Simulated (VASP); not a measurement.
# CuSn2O2 in VASP: single point with PBE+D3(BJ)

Aim: the single point of CuSn2O2 with PBE+D3(BJ).

Program: VASP 6.6.1. These are calculated values, not measurements. Logs are shortened: lines on timing, memory, paths and dates and some standing lists are left out, and cuts for length are marked.

### 1 The cell of the first run

The cell holds a slab with vacuum, 5 atoms: a = 3.820 Å, b = 3.820 Å, c = 19.363 Å, α = 90.00°, β = 90.00°, γ = 90.00°.

### 2 Single point, PBE+D3(BJ), collinear spin

The input, INCAR:

```
PREC = Accurate
ENCUT = 520
EDIFF = 1E-7
ISMEAR = 0
SIGMA = 0.05
LREAL = False
LASPH = True
NELM = 150
ALGO = Normal
ISIF = 2
LWAVE = False
LCHARG = False
ISPIN = 2
MAGMOM = 0 0 0 0 1
LORBIT = 11
LMAXMIX = 4
LDIPOL = True
IDIPOL = 3
DIPOL = 0.5 0.5 0.311
GGA = PE
IVDW = 12
NBANDS = 38
```

The input, KPOINTS:

```
regular mesh
0
Gamma
  7 7 1
```

The input, POSCAR:

```
CuSn2O2
1.0
    3.8201708766      0.0000000000      0.0000000000
    0.0000000000      3.8201708766      0.0000000000
    0.0000000000      0.0000000000     19.3630360333
Sn O Cu
2 2 1
Direct
    0.5000000000      0.0000000000      0.2065791745
    0.0000000000      0.5000000000      0.3286176828
    0.0000000000      0.0000000000      0.2675984287
    0.5000000000      0.5000000000      0.2675984287
    0.0000000000      1.0000000000      0.4835520637
```

Potentials or basis: VASP PAW PBE potentials, release 64 (Sn_d, O, Cu).

The run is started by

```sh
> cat potpaw_PBE.64/Sn_d/POTCAR potpaw_PBE.64/O/POTCAR potpaw_PBE.64/Cu/POTCAR > POTCAR
> mpirun -np 1 vasp_std > vasp.out
```

OUTCAR:

```text
PREC = Accurate
   ENCUT = 520
   EDIFF = 1E-7
   ISMEAR = 0
   LREAL = False
   LASPH = True
   NELM = 150
   ISIF = 2
   ISPIN = 2
   LORBIT = 11
   GGA = PE
   IVDW = 12
 IVDW          = 12

 ion  position               nearest neighbor table
   1  0.500  0.000  0.207-   3 2.25   4 2.25   4 2.25   3 2.25   2 3.59   2 3.59   2 3.59   2 3.59

   2  0.000  0.500  0.329-   3 2.25   4 2.25   3 2.25   4 2.25   1 3.59   1 3.59   1 3.59   1 3.59

   3  0.000  0.000  0.268-   2 2.25   2 2.25   1 2.25   1 2.25
   4  0.500  0.500  0.268-   2 2.25   2 2.25   1 2.25   1 2.25
   5  0.000  0.000  0.484-

  LATTYP: Found a simple tetragonal cell.
 ALAT       =     3.8201708766
 C/A-ratio  =     5.0686308699

  Lattice vectors:

 A1 = (   3.8201708766,   0.0000000000,   0.0000000000)
 A2 = (   0.0000000000,   3.8201708766,   0.0000000000)
 A3 = (   0.0000000000,   0.0000000000,  19.3630360333)

Analysis of symmetry for initial positions (statically):
=====================================================================
 Subroutine PRICEL returns:
 Original cell was already a primitive cell.

 Routine SETGRP: Setting up the symmetry group for a
 simple tetragonal supercell.

 Subroutine GETGRP returns: Found  4 space group operations
 (whereof  4 operations were pure point group operations)
 out of a pool of 16 trial point group operations.

The static configuration has the point symmetry C_2v.

Analysis of symmetry for dynamics (positions and initial velocities):
=====================================================================
 Subroutine PRICEL returns:
 Original cell was already a primitive cell.

 Routine SETGRP: Setting up the symmetry group for a
 simple tetragonal supercell.

 Subroutine GETGRP returns: Found  4 space group operations
 (whereof  4 operations were pure point group operations)
 out of a pool of 16 trial point group operations.

The dynamic configuration has the point symmetry C_2v.

Analysis of structural, dynamic, and magnetic symmetry:
=====================================================================
 Subroutine PRICEL returns:
 Original cell was already a primitive cell.

 Routine SETGRP: Setting up the symmetry group for a
 simple tetragonal supercell.

 Subroutine GETGRP returns: Found  4 space group operations
 (whereof  4 operations were pure point group operations)
[... 136 lines left out ...]

 dipolmoment           0.000000      0.000000     -0.009703 electrons x Angstroem

 number of electron      50.9999960 magnetization       0.0015837

 number of electron      50.9999960 magnetization      -0.0000924

 dipolmoment           0.000000      0.000000      0.050810 electrons x Angstroem

 Free energy of the ion-electron system (eV)
  ---------------------------------------------------
  ext. energy  EPLUGINS =         0.00000000
  ---------------------------------------------------
  free energy    TOTEN  =       -23.62033571 eV

  energy without entropy =      -23.61625548  energy(sigma->0) =      -23.61829560

 E-fermi :  -1.0044     XC(G=0):  -4.2553

 val. band max:       -1.0172547046   @ k =   0.2857   0.1429   0.0000
 cond. band min:      -0.7975337565   @ k =   0.2857   0.2857   0.0000
 fundamental gap:      0.2197209481
 Fermi energy:        -1.0043732212

 spin component 1

 k-point     1 :       0.0000    0.0000    0.0000
  band No.  band energies     occupation
      1     -22.8869      1.00000
      2     -22.5278      1.00000
      3     -22.4987      1.00000
      4     -22.4912      1.00000
      5     -22.4824      1.00000
      6     -22.4554      1.00000
[... 629 lines left out ...]
     36       5.5596      0.00000
     37       6.4130      0.00000
 Fermi energy:        -1.0043732212

 spin component 2

 k-point     1 :       0.0000    0.0000    0.0000
  band No.  band energies     occupation
      1     -22.8869      1.00000
      2     -22.5278      1.00000
      3     -22.4987      1.00000
      4     -22.4912      1.00000
      5     -22.4824      1.00000
      6     -22.4554      1.00000
[... 629 lines left out ...]
     36       5.5596      0.00000
     37       6.4130      0.00000
 [bands above 37 left out]

------------------------ aborting loop because EDIFF is reached ----------------------------------------

 vacuum level on the upper side and lower side of the slab       (xc-potential included)         0.189        -0.310

 Edisp (eV)   -0.83130

 E8    (eV) :    -0.3713

  FORCE on cell =-STRESS in cart. coord.  units (eV):
  Direction    XX          YY          ZZ          XY          YZ          ZX
  --------------------------------------------------------------------------------------
  -------------------------------------------------------------------------------------
  Total      -1.82201    -1.26112    -1.29544     0.00000     0.00000     0.00000
  in kB     -10.33055    -7.15039    -7.34493     0.00000     0.00000     0.00000
  external pressure =       -8.28 kB  Pullay stress =        0.00 kB

 VOLUME and BASIS-vectors are now :
 -----------------------------------------------------------------------------
  energy-cutoff  :      520.00
  volume of cell :      282.58
      direct lattice vectors                 reciprocal lattice vectors
     3.820170877  0.000000000  0.000000000     0.261768395  0.000000000  0.000000000
     0.000000000  3.820170877  0.000000000     0.000000000  0.261768395  0.000000000
     0.000000000  0.000000000 19.363036033     0.000000000  0.000000000  0.051644794

 POSITION                                       TOTAL-FORCE (eV/Angst)
 -----------------------------------------------------------------------------------
      1.91009      0.00000      4.00000         0.000000      0.000000     -0.055797
      0.00000      1.91009      6.36304         0.000000      0.000000      0.360863
      0.00000      0.00000      5.18152         0.000000      0.000000     -0.011430
      1.91009      1.91009      5.18152         0.000000      0.000000      0.112288
      0.00000      0.00000      9.36304         0.000000      0.000000     -0.405924
 -----------------------------------------------------------------------------------
    total drift:                                0.000000      0.000000      0.002407

  FREE ENERGIE OF THE ION-ELECTRON SYSTEM (eV)
  ---------------------------------------------------
  free  energy   TOTEN  =       -24.4516325282 eV

  energy  without entropy=      -24.4475522929  energy(sigma->0) =      -24.44959241

 vacuum level on the upper side and lower side of the slab         3.614         3.116

 total charge

# of ion       s       p       d       tot
------------------------------------------
    1        1.280   0.762  10.054  12.097
    2        1.258   0.753  10.060  12.071
    3        1.577   3.428   0.000   5.005
    4        1.578   3.425   0.000   5.003
    5        0.339   0.021   9.361   9.721
--------------------------------------------------
tot          6.033   8.389  29.475  43.897

 magnetization (x)

# of ion       s       p       d       tot
------------------------------------------
    1        0.000  -0.000  -0.000   0.000
    2       -0.000  -0.000  -0.000  -0.000
    3       -0.000  -0.000   0.000  -0.000
    4       -0.000  -0.000   0.000  -0.000
    5       -0.000  -0.000  -0.000  -0.000
--------------------------------------------------
tot         -0.000  -0.000  -0.000  -0.000
```

OSZICAR:

```text
N       E                     dE             d eps       ncg     rms          rms(c)
DAV:   1     0.512463711495E+03    0.51246E+03   -0.22731E+04  2494   0.133E+03
DAV:   2     0.722609215132E+02   -0.44020E+03   -0.41360E+03  2580   0.364E+02
DAV:   3    -0.208226402176E+02   -0.93084E+02   -0.89561E+02  3442   0.169E+02
[... 28 lines left out ...]
DAV:  32    -0.236203342237E+02   -0.11891E-06   -0.12373E-07  1956   0.160E-03    0.163E-04
DAV:  33    -0.236203347263E+02   -0.50253E-06   -0.48702E-08  1868   0.962E-04    0.137E-04
DAV:  34    -0.236203352964E+02   -0.57019E-06   -0.27877E-08  1966   0.769E-04    0.956E-05
DAV:  35    -0.236203356265E+02   -0.33010E-06   -0.15105E-08  1856   0.510E-04    0.653E-05
DAV:  36    -0.236203357144E+02   -0.87866E-07   -0.47551E-09  1964   0.311E-04
   1 F= -.24451633E+02 E0= -.24449592E+02  d E =-.408024E-02  mag=    -0.0001
```

stdout:

```text
POSCAR found type information on POSCAR SnO Cu
 POSCAR found :  3 types and       5 ions
 scaLAPACK will be used
 LDA part: xc-table for (Slater+PW92), standard interpolation
 POSCAR, INCAR and KPOINTS ok, starting setup
 FFT: planning ... GRIDC
 FFT: planning ... GRID_SOFT
 FFT: planning ... GRID
 WAVECAR not read
 entering main loop
```

Run time: 5.8 min. Hardware: 1 thread of AMD EPYC 9R45 (Zen 5), shared host; peak memory 0.54 GiB.

What came out:

- Free energy: -24.4516 eV
- Largest force: 0.406 eV/Å
- Net moment: 0.00 μB per cell
- Valence electrons inside the program's atomic spheres: Sn 12.10, 12.07; O 5.00; Cu 9.72
- Dispersion energy per atom: -0.166 eV

Forces on the atoms (eV/Å):
```
Sn   0.000  0.000 -0.056
Sn   0.000  0.000  0.361
O    0.000  0.000 -0.011
O    0.000  0.000  0.112
Cu   0.000  0.000 -0.406
```

Caveat: spin-orbit coupling is left out, which moves the levels of the heavy elements. With open d or f shells a metallic result of PBE can be an artefact of self-interaction; +U or a hybrid may open a gap.
